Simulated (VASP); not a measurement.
# H16CO7 in VASP: notebook, part 2 of 2

VASP 6.6.1. The steps go on from the part before.

### Step 3. Single point, PBE+D3(BJ)

INCAR

```
ALGO = Normal ; EDIFF = 1E-6
ENCUT = 520 ; GGA = PE
ISIF = 2 ; ISMEAR = -1
IVDW = 12 ; LASPH = True
LCHARG = False ; LREAL = Auto
LWAVE = False ; NBANDS = 49
NELM = 60 ; PREC = Accurate
SIGMA = 0.02
```

KPOINTS

```
k-points
0
Gamma
  1 1 1
```

POSCAR

```
H16CO7
1.0
    6.4768410000      0.0000000000      0.0000000000
    0.0000000000      6.4768410000      0.0000000000
    0.0000000000      0.0000000000      6.4768410000
O H C
7 16 1
Direct
    0.2217284630      1.1231092442      0.9239380741
    1.0017229078      0.3776378021      0.1929644405
    0.7811832960      0.5733041771      0.8712889509
    0.0448521123      0.8017179980      0.6482018008
    0.6411767712      0.3696091968      0.4920917466
    0.2357939619      0.4218105709      0.5661556305
    0.7754551949      0.7738957927      0.3094872948
    0.1496717304      1.0295451131      0.8323656548
    0.2396847475      1.2336724030      0.8359785272
    0.9110151075      0.4212701840      0.0687989716
    1.0769910825      0.2598488986      0.1296619756
    0.8595857147      0.6604145447      0.7801025222
    0.7199343013      0.4817780767      0.7735252417
   -0.0162579257      0.8067358763      0.5107273747
    0.1549675220      0.6953389778      0.6308013428
    0.6476150951      0.5056786171      0.4355518377
    0.7563100592      0.2949586071      0.4085324929
    0.1179432998      0.4124541578      0.4725760598
    0.3659654452      0.3839526090      0.5019422277
    0.5469024174      0.9617497172      0.3517301104
    0.8533635456      0.7253690495      0.1866187544
    0.7032595057      1.0395808697      0.1322712724
    0.5240980904      0.8355462177      0.1117520100
    0.6304771107      0.9161256236      0.2234113822
```

Potentials or basis: VASP PAW PBE potentials, release 64 (O, H, C).

Run with:

```
> cat potpaw_PBE.64/O/POTCAR potpaw_PBE.64/H/POTCAR potpaw_PBE.64/C/POTCAR > POTCAR
> mpirun -np 1 vasp_gam > vasp.out
```

OUTCAR:

```text
EDIFF = 1E-6
   ENCUT = 520
   GGA = PE
   ISIF = 2
   ISMEAR = -1
   IVDW = 12
   LASPH = True
   LREAL = Auto
   NELM = 60
   PREC = Accurate
 IVDW          = 12

 ion  position               nearest neighbor table
   1  0.222  0.123  0.924-   9 0.92   8 0.97
   2  0.002  0.378  0.193-  11 0.99  10 1.04
   3  0.781  0.573  0.871-  13 0.95  12 0.96
   4  0.045  0.802  0.648-  14 0.97  15 1.00
   5  0.641  0.370  0.492-  16 0.96  17 1.04
   6  0.236  0.422  0.566-  19 0.97  18 0.98
   7  0.775  0.774  0.309-  21 0.99  24 1.43
   8  0.150  0.030  0.832-   1 0.97
   9  0.240  0.234  0.836-   1 0.92
  10  0.911  0.421  0.069-   2 1.04
  11  0.077  0.260  0.130-   2 0.99
  12  0.860  0.660  0.780-   3 0.96
  13  0.720  0.482  0.774-   3 0.95
[... 8 lines left out ...]
  22  0.703  0.040  0.132-  24 1.10
  23  0.524  0.836  0.112-  24 1.13
  24  0.630  0.916  0.223-  20 1.03  22 1.10  23 1.13   7 1.43

  LATTYP: Found a simple cubic cell.
 ALAT       =     6.4768410000

  Lattice vectors:

[... 200 lines left out ...]
 cond. band min:       0.8899960162   @ k =   0.0000   0.0000   0.0000
 fundamental gap:      4.8861309600
 Fermi energy:        -3.4517864652

 k-point     1 :       0.0000    0.0000    0.0000
  band No.  band energies     occupation
      1     -23.3311      2.00000
      2     -22.8642      2.00000
      3     -22.6535      2.00000
      4     -22.5706      2.00000
      5     -22.3504      2.00000
      6     -22.1059      2.00000
[... 35 lines left out ...]
     42       6.6323      0.00000
     43       6.6987      0.00000
 [bands above 43 left out]

------------------------ aborting loop because EDIFF is reached ----------------------------------------

 Edisp (eV)   -0.73096

 E8    (eV) :    -0.1509

  FORCE on cell =-STRESS in cart. coord.  units (eV):
  Direction    XX          YY          ZZ          XY          YZ          ZX
  --------------------------------------------------------------------------------------
  -------------------------------------------------------------------------------------
  Total       0.63067     4.43983    -0.57666     1.44590    -1.23360    -1.13306
  in kB       3.71897    26.18107    -3.40047     8.52627    -7.27437    -6.68147
  external pressure =        8.83 kB  Pullay stress =        0.00 kB

 VOLUME and BASIS-vectors are now :
 -----------------------------------------------------------------------------
  energy-cutoff  :      520.00
  volume of cell :      271.70
      direct lattice vectors                 reciprocal lattice vectors
     6.476841000  0.000000000  0.000000000     0.154396256  0.000000000  0.000000000
     0.000000000  6.476841000  0.000000000     0.000000000  0.154396256  0.000000000
     0.000000000  0.000000000  6.476841000     0.000000000  0.000000000  0.154396256

 POSITION                                       TOTAL-FORCE (eV/Angst)
 -----------------------------------------------------------------------------------
      1.43610      0.79736      5.98420        -0.355401     -2.064526      2.081574
      0.01116      2.44590      1.24980        -1.151432     -0.157979     -1.133184
      5.05960      3.71320      5.64320        -0.348306     -0.270054      1.588098
      0.29050      5.19260      4.19830         0.746628     -0.241636      0.193460
      4.15280      2.39390      3.18720         1.558401     -2.138835     -0.650575
      1.52720      2.73200      3.66690        -0.640250      0.527592      1.114108
[... 16 lines left out ...]
      3.39450      5.41170      0.72380         0.395662      0.258371      0.543999
      4.08350      5.93360      1.44700        -0.221161     -1.117287     -2.136703
 -----------------------------------------------------------------------------------
    total drift:                                0.007368     -0.010629     -0.004704

  FREE ENERGIE OF THE ION-ELECTRON SYSTEM (eV)
  ---------------------------------------------------
  free  energy   TOTEN  =      -118.6341066573 eV

  energy  without entropy=     -118.6341066573  energy(sigma->0) =     -118.63410666
```

OSZICAR:

```text
N       E                     dE             d eps       ncg     rms          rms(c)
DAV:   1     0.496106457209E+03    0.49611E+03   -0.32083E+04    98   0.114E+03
DAV:   2    -0.772962210973E+02   -0.57340E+03   -0.55066E+03   131   0.292E+02
DAV:   3    -0.129128291671E+03   -0.51832E+02   -0.51574E+02   116   0.926E+01
DAV:   4    -0.129906475402E+03   -0.77818E+00   -0.77569E+00   124   0.128E+01
DAV:   5    -0.129918278925E+03   -0.11804E-01   -0.11795E-01   116   0.155E+00    0.208E+01
DAV:   6    -0.118589281984E+03    0.11329E+02   -0.32545E+01   124   0.245E+01    0.832E+00
DAV:   7    -0.118114759454E+03    0.47452E+00   -0.16931E+00   116   0.535E+00    0.512E+00
DAV:   8    -0.117903625081E+03    0.21113E+00   -0.49603E-01   124   0.377E+00    0.687E-01
DAV:   9    -0.117899150871E+03    0.44742E-02   -0.69420E-02   116   0.124E+00    0.328E-01
DAV:  10    -0.117903475377E+03   -0.43245E-02   -0.11610E-02   108   0.512E-01    0.173E-01
DAV:  11    -0.117903245930E+03    0.22945E-03   -0.15895E-03   116   0.208E-01    0.922E-02
DAV:  12    -0.117903193957E+03    0.51973E-04   -0.10205E-03   100   0.149E-01    0.341E-02
DAV:  13    -0.117903152500E+03    0.41457E-04   -0.10082E-04   116   0.546E-02    0.114E-02
DAV:  14    -0.117903145787E+03    0.67135E-05   -0.22063E-05   108   0.193E-02    0.636E-03
DAV:  15    -0.117903143454E+03    0.23324E-05   -0.27009E-06   108   0.107E-02    0.300E-03
DAV:  16    -0.117903143090E+03    0.36441E-06   -0.10167E-06    76   0.552E-03
   1 F= -.11863411E+03 E0= -.11863411E+03  d E =-.170698E-11
```

Run time: 20 s. Hardware: 1 thread of Intel Xeon 6975P-C (Granite Rapids), shared host; peak memory 0.3 GiB.

What came out:

```
Free energy                : -118.6341 eV
Pressure                   : 0.9 GPa
Largest force              : 3.541 eV/Å
Band gap on the k mesh     : 4.89 eV
Dispersion energy per atom : -0.030 eV
```

Forces on the atoms (eV/Å):
```
O   -0.355 -2.065  2.082
O   -1.151 -0.158 -1.133
O   -0.348 -0.270  1.588
O    0.747 -0.242  0.193
O    1.558 -2.139 -0.651
O   -0.640  0.528  1.114
O    1.183 -0.562 -1.131
H   -0.341 -0.890 -0.241
H    0.639  2.872 -1.969
H    0.827  0.010  1.150
H    0.169  0.151  0.005
H    1.207  1.092 -0.499
H   -0.823 -1.109 -0.716
H   -0.523  0.317 -0.384
H   -0.228  0.083  0.213
H    0.304  1.367 -0.639
H   -1.597  1.129  0.987
H    0.508 -0.251 -0.584
H    0.189 -0.295 -0.441
H   -1.351  1.297  1.496
H   -0.240 -0.222  0.757
H    0.093  0.213  0.397
H    0.396  0.258  0.544
C   -0.221 -1.117 -2.137
```

Levels at points of the mesh, in eV from the valence-band top:
| k point | band 29 | band 30 | band 31 | band 32 | band 33 | band 34 |
| --- | --- | --- | --- | --- | --- | --- |
| (0.00, 0.00, 0.00) | -0.31 | -0.27 | 0.00 | 4.89 | 7.67 | 8.06 |

Caveat: the k points lie up to 0.97 Å⁻¹ apart.

### Step 4. Single point, PBE+D3(BJ)

INCAR

```
ALGO = Normal ; EDIFF = 1E-7
ENCUT = 520 ; GGA = PE
ISIF = 2 ; ISMEAR = -1
IVDW = 12 ; LASPH = T
LCHARG = F ; LREAL = Auto
LWAVE = F ; NBANDS = 49
NELM = 100 ; PREC = Accurate
SIGMA = 0.02
```

KPOINTS is that of step 3.

POSCAR

```
H16CO7
1.0
    6.4768410000      0.0000000000      0.0000000000
    0.0000000000      6.4768410000      0.0000000000
    0.0000000000      0.0000000000      6.4768410000
O H C
7 16 1
Direct
    0.1412725741      1.0733318913      0.8901252941
    1.0788283980      0.2861425809      0.2575175151
    0.8714433472      0.5664644230      0.9249262102
    0.0350633897      0.7908485016      0.5836178470
    0.6735999849      0.4793540555      0.5183391101
    0.2741614315      0.4286040062      0.5845596642
    0.6912011581      0.7907249846      0.2592621928
    0.1280253753      0.9608542189      0.7942915381
    0.1648643220      1.1820731743      0.7978580916
    1.0301935774      0.3833041447      0.1532846028
    1.1384871112      0.1950642296      0.1464294090
    0.9812808435      0.6467813553      0.8610061603
    0.8037560286      0.5114530371      0.8019341528
   -0.0776613167      0.8087739069      0.4796474084
    0.0885925716      0.6447587643      0.5639168848
    0.7031514283      0.5833399338      0.4034374165
    0.7339534813      0.3420649048      0.4664465285
    0.2219291781      0.3626304861      0.4459890246
    0.4174720361      0.4501114046      0.5756818795
    0.4049659394      0.9325379456      0.2719072461
    0.7585488049      0.7465830951      0.1171095600
    0.6174769459      1.0912572966      0.2468332942
    0.5301041048      0.9447352498      0.0334731083
    0.5428572355      0.9469894351      0.2048066334
```

Potentials or basis: VASP PAW PBE potentials, release 64 (O, H, C).

Run with:

```
> cat potpaw_PBE.64/O/POTCAR potpaw_PBE.64/H/POTCAR potpaw_PBE.64/C/POTCAR > POTCAR
> mpirun -np 1 vasp_gam > vasp.out
```

OUTCAR:

```text
EDIFF = 1E-7
   ENCUT = 520
   GGA = PE
   ISIF = 2
   ISMEAR = -1
   IVDW = 12
   LASPH = T
   LREAL = Auto
   NELM = 100
   PREC = Accurate
 IVDW          = 12

 ion  position               nearest neighbor table
   1  0.141  0.073  0.890-   9 0.94   8 0.96
   2  0.079  0.286  0.258-  10 0.98  11 1.01
   3  0.871  0.566  0.925-  12 0.97  13 0.98
   4  0.035  0.791  0.584-  14 1.00  15 1.02
   5  0.674  0.479  0.518-  16 1.02  17 1.03
   6  0.274  0.429  0.585-  19 0.94  18 1.05
   7  0.691  0.791  0.259-  21 1.06  24 1.44
   8  0.128  0.961  0.794-   1 0.96
   9  0.165  0.182  0.798-   1 0.94
  10  0.030  0.383  0.153-   2 0.98
  11  0.138  0.195  0.146-   2 1.01
  12  0.981  0.647  0.861-   3 0.97
  13  0.804  0.511  0.802-   3 0.98
[... 8 lines left out ...]
  22  0.617  0.091  0.247-  24 1.09
  23  0.530  0.945  0.033-  24 1.11
  24  0.543  0.947  0.205-  20 1.00  22 1.09  23 1.11   7 1.44

  LATTYP: Found a simple cubic cell.
 ALAT       =     6.4768410000

  Lattice vectors:

 A1 = (   6.4768410000,   0.0000000000,   0.0000000000)
 A2 = (   0.0000000000,   6.4768410000,   0.0000000000)
 A3 = (   0.0000000000,   0.0000000000,   6.4768410000)

Analysis of symmetry for initial positions (statically):
=====================================================================
 Subroutine PRICEL returns:
 Original cell was already a primitive cell.

 Routine SETGRP: Setting up the symmetry group for a
 simple cubic supercell.

 Subroutine GETGRP returns: Found  1 space group operations
 (whereof  1 operations were pure point group operations)
 out of a pool of 48 trial point group operations.

The static configuration has the point symmetry C_1 .

Analysis of symmetry for dynamics (positions and initial velocities):
=====================================================================
 Subroutine PRICEL returns:
 Original cell was already a primitive cell.

[... 150 lines left out ...]
  Thomas-Fermi vector in A             =   2.132758
   LORBIT       =      0    0 simple, 1 ext, 2 COOP (PROOUT), +10 PAW based schemes
   GGA     = PE    functional components
   LHFCALC =     F    Hartree Fock is set to
   AEXX    =    0.0000 exact exchange contribution
   IVDW    =    12    specifies the selected vdW correction
   LEPSILON=     F    determine dielectric tensor
   LRPA    =     F    only Hartree local field effects (RPA)
 non-spin polarized calculation
  energy-cutoff  :      520.00
  volume of cell :      271.70
 maximum number of plane-waves:      3625
   NGX = 25   NGY = 25   NGZ = 25

 number of electron      62.0000003 magnetization

 Free energy of the ion-electron system (eV)
  ---------------------------------------------------
  ext. energy  EPLUGINS =         0.00000000
  ---------------------------------------------------
  free energy    TOTEN  =      -117.54440186 eV

  energy without entropy =     -117.54440186  energy(sigma->0) =     -117.54440186

 E-fermi :  -3.3002     XC(G=0):  -6.2756

 val. band max:       -3.8209240227   @ k =   0.0000   0.0000   0.0000
 cond. band min:       0.8561456065   @ k =   0.0000   0.0000   0.0000
 fundamental gap:      4.6770696291
 Fermi energy:        -3.3002499241

 k-point     1 :       0.0000    0.0000    0.0000
  band No.  band energies     occupation
      1     -23.0371      2.00000
      2     -22.7954      2.00000
      3     -22.6853      2.00000
      4     -22.4252      2.00000
      5     -22.1597      2.00000
      6     -21.8714      2.00000
[... 35 lines left out ...]
     42       6.4142      0.00000
     43       6.6585      0.00000
 [bands above 43 left out]

------------------------ aborting loop because EDIFF is reached ----------------------------------------

 Edisp (eV)   -0.72769

 E8    (eV) :    -0.1499

  FORCE on cell =-STRESS in cart. coord.  units (eV):
  Direction    XX          YY          ZZ          XY          YZ          ZX
  --------------------------------------------------------------------------------------
  -------------------------------------------------------------------------------------
  Total       4.55549     0.86088    -5.07941     2.73495    -2.76371    -1.62629
  in kB      26.86310     5.07651   -29.95256    16.12763   -16.29722    -9.59003
  external pressure =        0.66 kB  Pullay stress =        0.00 kB

 VOLUME and BASIS-vectors are now :
 -----------------------------------------------------------------------------
  energy-cutoff  :      520.00
  volume of cell :      271.70
      direct lattice vectors                 reciprocal lattice vectors
     6.476841000  0.000000000  0.000000000     0.154396256  0.000000000  0.000000000
     0.000000000  6.476841000  0.000000000     0.000000000  0.154396256  0.000000000
     0.000000000  0.000000000  6.476841000     0.000000000  0.000000000  0.154396256

 POSITION                                       TOTAL-FORCE (eV/Angst)
 -----------------------------------------------------------------------------------
      0.91500      0.47496      5.76520        -0.098771     -0.756298      1.775029
      0.51056      1.85330      1.66790         0.408930     -0.613857     -1.379978
      5.64420      3.66890      5.99060         0.220797      0.045821      0.740625
      0.22710      5.12220      3.78000        -0.240353     -0.880948     -0.762287
      4.36280      3.10470      3.35720         1.507901     -1.712723     -1.058820
      1.77570      2.77600      3.78610        -3.539559     -1.150833     -0.786918
[... 16 lines left out ...]
      3.43340      6.11890      0.21680        -0.376038      0.174943      0.481350
      3.51600      6.13350      1.32650         4.114307      0.633691     -2.802713
 -----------------------------------------------------------------------------------
    total drift:                               -0.009930     -0.003682      0.001724

  FREE ENERGIE OF THE ION-ELECTRON SYSTEM (eV)
  ---------------------------------------------------
  free  energy   TOTEN  =      -118.2720881694 eV

  energy  without entropy=     -118.2720881694  energy(sigma->0) =     -118.27208817
```

OSZICAR:

```text
N       E                     dE             d eps       ncg     rms          rms(c)
DAV:   1     0.498814675401E+03    0.49881E+03   -0.32093E+04    98   0.114E+03
DAV:   2    -0.729388354082E+02   -0.57175E+03   -0.54065E+03   131   0.291E+02
DAV:   3    -0.128536376680E+03   -0.55598E+02   -0.55235E+02   124   0.957E+01
DAV:   4    -0.129466072045E+03   -0.92970E+00   -0.92718E+00   116   0.134E+01
DAV:   5    -0.129480712211E+03   -0.14640E-01   -0.14631E-01   140   0.164E+00    0.207E+01
DAV:   6    -0.118259996338E+03    0.11221E+02   -0.31899E+01   124   0.244E+01    0.831E+00
DAV:   7    -0.117763069406E+03    0.49693E+00   -0.17424E+00   132   0.554E+00    0.509E+00
DAV:   8    -0.117542243082E+03    0.22083E+00   -0.47752E-01   124   0.375E+00    0.676E-01
DAV:   9    -0.117539299207E+03    0.29439E-02   -0.64899E-02   116   0.126E+00    0.338E-01
DAV:  10    -0.117544287631E+03   -0.49884E-02   -0.10381E-02   116   0.504E-01    0.167E-01
DAV:  11    -0.117544532256E+03   -0.24462E-03   -0.21119E-03   116   0.264E-01    0.840E-02
DAV:  12    -0.117544528547E+03    0.37084E-05   -0.60782E-04   116   0.127E-01    0.353E-02
DAV:  13    -0.117544431722E+03    0.96825E-04   -0.11641E-04   116   0.569E-02    0.157E-02
DAV:  14    -0.117544403381E+03    0.28341E-04   -0.23949E-05   116   0.255E-02    0.571E-03
DAV:  15    -0.117544401870E+03    0.15117E-05   -0.32420E-06   124   0.109E-02    0.225E-03
DAV:  16    -0.117544401862E+03    0.73796E-08   -0.60457E-07   116   0.414E-03
   1 F= -.11827209E+03 E0= -.11827209E+03  d E =-.534947E-11
```

stdout:

```text
POSCAR found type information on POSCAR O H C
 POSCAR found :  3 types and      24 ions
 scaLAPACK will be used
 LDA part: xc-table for (Slater+PW92), standard interpolation
 POSCAR, INCAR and KPOINTS ok, starting setup
 FFT: planning ... GRIDC
 FFT: planning ... GRID_SOFT
 FFT: planning ... GRID
 WAVECAR not read
 entering main loop
```

It took 20 s on 1 thread of Intel Xeon 6975P-C (Granite Rapids), shared host; peak memory 0.3 GiB.

What came out:

- Free energy: -118.2721 eV
- Pressure: 0.1 GPa
- Largest force: 5.018 eV/Å
- Band gap on the k mesh: 4.68 eV
- Dispersion energy per atom: -0.030 eV

Forces on the atoms (eV/Å):
```
O   -0.099 -0.756  1.775
O    0.409 -0.614 -1.380
O    0.221  0.046  0.741
O   -0.240 -0.881 -0.762
O    1.508 -1.713 -1.059
O   -3.540 -1.151 -0.787
O    1.302 -1.095 -2.039
H   -0.341 -1.090 -0.572
H    0.592  2.209 -1.375
H   -0.672  0.949  0.188
H   -0.175 -0.521  0.879
H    0.075  0.275 -0.167
H   -0.480 -0.066 -0.291
H    0.601  0.032  0.645
H    0.274  0.961  0.081
H   -0.689 -0.438  0.720
H   -0.719  1.887  0.611
H    0.649  0.758  1.405
H    2.170  0.355 -0.404
H   -3.608 -0.778  1.995
H   -0.796  0.095  2.029
H   -0.181  0.726  0.088
H   -0.376  0.175  0.481
C    4.114  0.634 -2.803
```

Caveat: the k points lie up to 0.97 Å⁻¹ apart.
